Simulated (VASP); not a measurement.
# Al4Cl (P1) in VASP: single point with PBE

Aim: the single point of Al4Cl with PBE.

All numbers are computed with VASP 6.6.1; they aren't measurements. Logs are shortened: lines on timing, memory, paths and dates and some standing lists are left out, and cuts for length are marked.

### Step 1. The cell of the first run

The typed cell holds 10 atoms: a = 5.330 Å, b = 4.862 Å, c = 9.694 Å, α = 89.26°, β = 98.96°, γ = 63.37°.

### Step 2. Single point, PBE

Contents of INCAR:

```
ALGO = Normal
EDIFF = 1E-7
ENCUT = 520
GGA = PE
ISIF = 2
ISMEAR = 0
LASPH = True
LCHARG = True
LELF = True
LREAL = False
LVHAR = True
LWAVE = False
NBANDS = 30
NELM = 100
PREC = Accurate
SIGMA = 0.1
```

Contents of KPOINTS:

```
k-points
0
Gamma
  4 4 2
```

Contents of POSCAR:

```
Al4Cl
1.0
    5.3114965817     -0.2230998280     -0.3793853382
    2.3458644792      4.2499924770     -0.2715606493
   -0.7803208925      1.1869626227      9.5890149187
Al Cl
8 2
Direct
    0.7039174283      0.6627868142      0.9578470020
    0.7138695299      0.6200106317      0.4623533323
    0.5353180934      0.2470207416      0.8102317052
    0.5565735280      0.2036149509      0.3196092652
    0.4438878417      0.7960469698      0.6805497114
    0.4646484507      0.7527286123      0.1900067935
    0.2862968766      0.3800850231      0.5378018683
    0.2958841924      0.3370434272      0.0423462626
    0.0171012984      1.0105862741      0.7901743248
    0.9825027609     -0.0099234449      0.2090797345
```

Potentials or basis: VASP PAW PBE potentials, release 64 (Al, Cl).

Run with:

```bash
cat potpaw_PBE.64/Al/POTCAR potpaw_PBE.64/Cl/POTCAR > POTCAR
mpirun -np 1 vasp_std > vasp.out
```

OUTCAR:

```text
EDIFF = 1E-7
   ENCUT = 520
   GGA = PE
   ISIF = 2
   ISMEAR = 0
   LASPH = True
   LREAL = False
   NELM = 100
   PREC = Accurate

 ion  position               nearest neighbor table
   1  0.704  0.663  0.958-   6 2.70   5 2.75   8 2.80   3 2.85   3 2.87   8 3.22
   2  0.714  0.620  0.462-   5 2.68   6 2.69   7 2.70   4 2.82   4 2.84   7 3.16
   3  0.535  0.247  0.810-   9 2.34   7 2.69   8 2.70   5 2.73   5 2.74   1 2.85   1 2.87
   4  0.557  0.204  0.320-  10 2.46   7 2.68   6 2.73   6 2.74   8 2.75   2 2.82   2 2.84
   5  0.444  0.796  0.681-   9 2.46   2 2.68   3 2.73   3 2.74   1 2.75   7 2.82   7 2.84
   6  0.465  0.753  0.190-  10 2.34   2 2.69   1 2.70   4 2.73   4 2.74   8 2.85   8 2.87
   7  0.286  0.380  0.538-   4 2.68   3 2.69   2 2.70   5 2.82   5 2.84   2 3.16
   8  0.296  0.337  0.042-   3 2.70   4 2.75   1 2.80   6 2.85   6 2.87   1 3.22
   9  0.017  0.011  0.790-   3 2.34   5 2.46
  10  0.983  0.990  0.209-   6 2.34   4 2.46

  LATTYP: Found a triclinic cell.
 ALAT       =     5.3679749161
 B/A-ratio  =     0.9057461021
 C/A-ratio  =     1.8058312970
 COS(alpha) =     0.0129438992
 COS(beta)  =     0.1663768490
 COS(gamma) =     0.4607171952

  Lattice vectors:

 A1 = (   2.9656321025,  -4.4730923050,  -0.1078246889)
 A2 = (  -2.3458644792,  -4.2499924770,   0.2715606493)
 A3 = (   0.7803208925,  -1.1869626227,  -9.5890149187)

Analysis of symmetry for initial positions (statically):
=====================================================================
 Subroutine PRICEL returns:
 Original cell was already a primitive cell.

 Routine SETGRP: Setting up the symmetry group for a
 triclinic supercell.

 Subroutine GETGRP returns: Found  1 space group operations
 (whereof  1 operations were pure point group operations)
 out of a pool of  2 trial point group operations.

The static configuration has the point symmetry C_1 .

Analysis of symmetry for dynamics (positions and initial velocities):
=====================================================================
 Subroutine PRICEL returns:
 Original cell was already a primitive cell.

 Routine SETGRP: Setting up the symmetry group for a
 triclinic supercell.

 Subroutine GETGRP returns: Found  1 space group operations
 (whereof  1 operations were pure point group operations)
 out of a pool of  2 trial point group operations.

The dynamic configuration has the point symmetry C_1 .

 Subroutine INISYM returns: Found  1 space group operations
 (whereof  1 operations are pure point group operations),
 and found     1 'primitive' translations

----------------------------------------------------------------------------------------

                                     Primitive cell

  volume of cell :     220.8295

  direct lattice vectors                    reciprocal lattice vectors
     5.311496582 -0.223099828 -0.379385338     0.186005860 -0.100904223  0.027626800
     2.345864479  4.249992477 -0.271560649     0.007648397  0.229299015 -0.027761053
    -0.780320893  1.186962623  9.589014919     0.007575846  0.002501509  0.104592849

  length of vectors
     5.329700058  4.862022357  9.693657105     0.213408252  0.231100005  0.104896688

  position of ions in fractional coordinates (direct lattice)
     0.703917428  0.662786814  0.957847002
     0.713869530  0.620010632  0.462353332
     0.535318093  0.247020742  0.810231705
     0.556573528  0.203614951  0.319609265
     0.443887842  0.796046970  0.680549711
     0.464648451  0.752728612  0.190006793
     0.286296877  0.380085023  0.537801868
     0.295884192  0.337043427  0.042346263
     0.017101298  0.010586274  0.790174325
     0.982502761  0.990076555  0.209079735

  ion indices of the primitive-cell ions
   primitive index   ion index
                 1           1
                 2           2
                 3           3
                 4           4
                 5           5
                 6           6
                 7           7
                 8           8
                 9           9
                10          10

----------------------------------------------------------------------------------------

 KPOINTS: k-points

Automatic generation of k-mesh.
 Grid dimensions read from file:
 generate k-points for:    4    4    2

 Generating k-lattice:

  Cartesian coordinates                     Fractional coordinates (reciprocal lattice)
     0.046501465 -0.025226056  0.006906700     0.250000000  0.000000000  0.000000000
     0.001912099  0.057324754 -0.006940263     0.000000000  0.250000000 -0.000000000
     0.003787923  0.001250754  0.052296425     0.000000000  0.000000000  0.500000000

  Length of vectors
     0.053352063  0.057775001  0.052448344

  Shift w.r.t. Gamma in fractional coordinates (k-lattice)
     0.000000000  0.000000000  0.000000000

 Subroutine IBZKPT returns following result:
 ===========================================

 Found     20 irreducible k-points:

 Following reciprocal coordinates:
            Coordinates               Weight
  0.000000  0.000000  0.000000      1.000000
  0.250000 -0.000000 -0.000000      2.000000
  0.500000 -0.000000 -0.000000      1.000000
  0.000000  0.250000  0.000000      2.000000
  0.250000  0.250000  0.000000      2.000000
  0.500000  0.250000  0.000000      2.000000
[... 12 lines left out ...]
  0.250000  0.500000  0.500000      2.000000
  0.500000  0.500000  0.500000      1.000000
   k-points           NKPTS =     20   k-points in BZ     NKDIM =     20   number of bands    NBANDS=     30
   number of dos      NEDOS =    301   number of ions     NIONS =     10
   total plane-waves  NPLWV = 103680
   dimension x,y,z NGX =    40 NGY =   36 NGZ =   72
   dimension x,y,z NGXF=    80 NGYF=   72 NGZF=  144
   ions per type =               8   2
   NGX,Y,Z   is equivalent  to a cutoff of  12.48, 12.31, 12.35 a.u.
   NGXF,Y,Z  is equivalent  to a cutoff of  24.95, 24.62, 24.70 a.u.
 SYSTEM =  unknown system
   PREC   = accura    normal or accurate (medium, high low for compatibility)
   ISTART =      0    job   : 0-new  1-cont  2-samecut
   ICHARG =      2    charge: 1-file 2-atom 10-const
   ISPIN  =      1    spin polarized calculation?
   LNONCOLLINEAR =      F non collinear calculations
   LSORBIT =      F    spin-orbit coupling
   LASPH  =      T    aspherical Exc in radial PAW
   ENCUT  =  520.0 eV  38.22 Ry    6.18 a.u.   9.91  9.04 18.02*2*pi/ulx,y,z
   NELM   =    100;   NELMIN=  2; NELMDL= -5     # of ELM steps
   EDIFF  = 0.1E-06   stopping-criterion for ELM
   LREAL  =      F    real-space projection
   EDIFFG = 0.1E-05   stopping-criterion for IOM
   NSW    =      0    number of steps for IOM
   IBRION =     -1    ionic relax: 0-MD 1-quasi-New 2-CG
   NFREE  =      0    steps in history (QN), initial steepest desc. (CG)
   ISIF   =      2    stress and relaxation
   ISYM   =      2    0-nonsym 1-usesym 2-fastsym
   POTIM  = 0.5000    time-step for ionic-motion
   TEBEG  =    0.0;   TEEND  =   0.0 temperature during run
   PSTRESS=    0.0 pullay stress
   NELECT =      38.0000    total number of electrons
   NUPDOWN=      -1.0000    fix difference up-down
   EMIN   =  10.00;   EMAX   =-10.00  energy-range for DOS
   EFERMI =   0.00;   METHOD = LEGACY
   ISMEAR =     0;   SIGMA  =   0.10  broadening in eV -4-tet -1-fermi 0-gaus
   EFERMI_NEDOS =   21; number of points for ismear=-14 and -15
   IALGO  =     38    algorithm
   IMIX   =      4    mixing-type and parameters
     AMIX     =   0.40;   BMIX     =  1.00
     AMIX_MAG =   1.60;   BMIX_MAG =  1.00
  volume/ion in A,a.u.               =      22.08       149.02
  Fermi-wavevector in a.u.,A,eV,Ry     =   0.910578  1.720742 11.281295  0.829152
  Thomas-Fermi vector in A             =   2.034756
   LORBIT       =      0    0 simple, 1 ext, 2 COOP (PROOUT), +10 PAW based schemes
   GGA     = PE    functional components
   LHFCALC =     F    Hartree Fock is set to
   AEXX    =    0.0000 exact exchange contribution
   IVDW    =     0    specifies the selected vdW correction
   LEPSILON=     F    determine dielectric tensor
   LRPA    =     F    only Hartree local field effects (RPA)
 non-spin polarized calculation
 Gauss-broadening in eV      SIGMA  =   0.10
  energy-cutoff  :      520.00
  volume of cell :      220.83
 maximum number of plane-waves:      5968
   NGX = 19   NGY = 19   NGZ = 37

 number of electron      38.0000000 magnetization

 Free energy of the ion-electron system (eV)
  ---------------------------------------------------
  ext. energy  EPLUGINS =         0.00000000
  ---------------------------------------------------
  free energy    TOTEN  =       -33.73983907 eV

  energy without entropy =      -33.73288907  energy(sigma->0) =      -33.73636407

 E-fermi :   4.9480     XC(G=0):  -8.9598

 val. band max:        4.9269172157   @ k =  -0.0000  -0.0000   0.5000
 cond. band min:       5.1055991603   @ k =   0.0000   0.5000   0.5000
 fundamental gap:      0.1786819446
 Fermi energy:         4.9480146795

 k-point     1 :       0.0000    0.0000    0.0000
  band No.  band energies     occupation
      1     -11.7665      2.00000
      2     -11.7087      2.00000
      3      -3.3677      2.00000
      4      -2.6511      2.00000
      5      -1.9213      2.00000
      6      -1.7747      2.00000
[... 22 lines left out ...]
     29       8.4542      0.00000
     30       8.5626      0.00000

 k-point     2 :       0.2500   -0.0000   -0.0000
  band No.  band energies     occupation
      1     -11.7381      2.00000
      2     -11.6860      2.00000
      3      -3.8323      2.00000
      4      -3.1688      2.00000
      5      -2.2124      2.00000
      6      -1.1562      2.00000
[... 586 lines left out ...]
 k-point    20 :       0.5000    0.5000    0.5000
  band No.  band energies     occupation
      1     -11.7084      2.00000
      2     -11.6680      2.00000
      3      -3.0767      2.00000
      4      -2.8952      2.00000
      5      -1.5643      2.00000
      6      -1.2881      2.00000
[... 22 lines left out ...]
     29       9.1575      0.00000
     30       9.5007      0.00000

------------------------ aborting loop because EDIFF is reached ----------------------------------------

  FORCE on cell =-STRESS in cart. coord.  units (eV):
  Direction    XX          YY          ZZ          XY          YZ          ZX
  --------------------------------------------------------------------------------------
  -------------------------------------------------------------------------------------
  Total       -0.0944350     -0.1448879     -0.1395880     -0.0079253      0.0134407     -0.0554622
  in kB       -0.6851515     -1.0512005     -1.0127488     -0.0575000      0.0975161     -0.4023936
  external PRESSURE =      -0.9163669 kB  Pullay stress =       0.0000000 kB

 VOLUME and BASIS-vectors are now :
 -----------------------------------------------------------------------------
  energy-cutoff  :      520.00
  volume of cell :      220.83
      direct lattice vectors                 reciprocal lattice vectors
     5.311496582 -0.223099828 -0.379385338     0.186005860 -0.100904223  0.027626800
     2.345864479  4.249992477 -0.271560649     0.007648397  0.229299015 -0.027761053
    -0.780320893  1.186962623  9.589014919     0.007575846  0.002501509  0.104592849

 POSITION                                       TOTAL-FORCE (eV/Angst)
 -----------------------------------------------------------------------------------
      4.54624      3.79672      8.73777        -0.010141     -0.000462      0.003216
      4.88539      3.02457      3.99431         0.009389     -0.002948     -0.010237
      2.79058      1.89212      7.49915         0.015366      0.001070      0.007146
      3.18449      1.12055      2.79829        -0.008417      0.002569      0.009569
      3.69408      4.09195      6.14122         0.007701     -0.002208     -0.008342
      4.08551      3.32096      1.44129        -0.014653      0.000796     -0.009785
      1.99263      2.18984      4.94516        -0.009618      0.000353      0.007774
      2.32920      1.41668      0.20228         0.011135      0.001839     -0.003954
     -0.50092      0.97908      7.56763        -0.024438      0.013477     -0.005830
      7.37800      4.23679      1.36326         0.023675     -0.014486      0.010444
 -----------------------------------------------------------------------------------
    total drift:                               -0.000007      0.000026     -0.000046

  FREE ENERGIE OF THE ION-ELECTRON SYSTEM (eV)
  ---------------------------------------------------
  free  energy   TOTEN  =       -33.7398390654 eV

  energy  without entropy=      -33.7328890706  energy(sigma->0) =      -33.73636407
```

Run time: 65 s. Hardware: 1 thread of Intel Xeon 6975P-C (Granite Rapids), shared host; peak memory 0.33 GiB.

What came out:

| Item | Value |
| --- | --- |
| Free energy | -33.7398 eV |
| Pressure | -0.1 GPa |
| Largest force | 0.030 eV/Å |
| Band gap on the k mesh | zero (band 19 reaches 5.52 eV, above the bottom of band 20 at 4.36 eV) |

Forces on the atoms (eV/Å):
```
Al  -0.010  0.000  0.003
Al   0.009 -0.003 -0.010
Al   0.015  0.001  0.007
Al  -0.008  0.003  0.010
Al   0.008 -0.002 -0.008
Al  -0.015  0.001 -0.010
Al  -0.010  0.000  0.008
Al   0.011  0.002 -0.004
Cl  -0.024  0.013 -0.006
Cl   0.024 -0.014  0.010
```

Levels at points of the mesh, in eV from the Fermi level:
| k point | band 15 | band 16 | band 17 | band 18 | band 19 | band 20 | band 21 | band 22 | band 23 | band 24 |
| --- | --- | --- | --- | --- | --- | --- | --- | --- | --- | --- |
| (0.00, 0.00, 0.00) | -2.00 | -1.66 | -1.61 | -1.17 | -1.01 | -0.42 | -0.31 | 0.49 | 1.54 | 1.76 |
| (0.50, 0.00, 0.00) | -2.12 | -1.75 | -1.49 | -0.84 | -0.72 | -0.59 | 0.63 | 0.96 | 2.06 | 2.18 |
| (0.00, 0.50, 0.00) | -2.27 | -1.86 | -1.48 | -1.08 | -0.53 | 0.28 | 0.96 | 1.18 | 1.23 | 2.48 |
| (0.50, 0.50, 0.00) | -2.24 | -1.90 | -1.53 | -1.18 | -0.64 | 0.28 | 1.09 | 1.15 | 1.23 | 2.61 |
| (0.00, 0.00, 0.50) | -2.14 | -2.07 | -1.40 | -1.38 | -0.18 | -0.02 | 0.44 | 0.57 | 0.60 | 1.08 |
| (0.50, 0.00, 0.50) | -1.73 | -1.16 | -1.04 | -0.87 | -0.54 | -0.52 | 0.27 | 0.76 | 1.54 | 1.67 |
| (0.00, 0.50, 0.50) | -3.00 | -2.28 | -1.56 | -1.09 | -0.30 | 0.16 | 1.81 | 1.93 | 2.32 | 2.49 |
| (0.50, 0.50, 0.50) | -3.06 | -2.31 | -1.51 | -1.19 | -0.31 | 0.22 | 1.61 | 2.19 | 2.37 | 2.53 |

Caveat: the k points lie up to 0.36 Å⁻¹ apart.
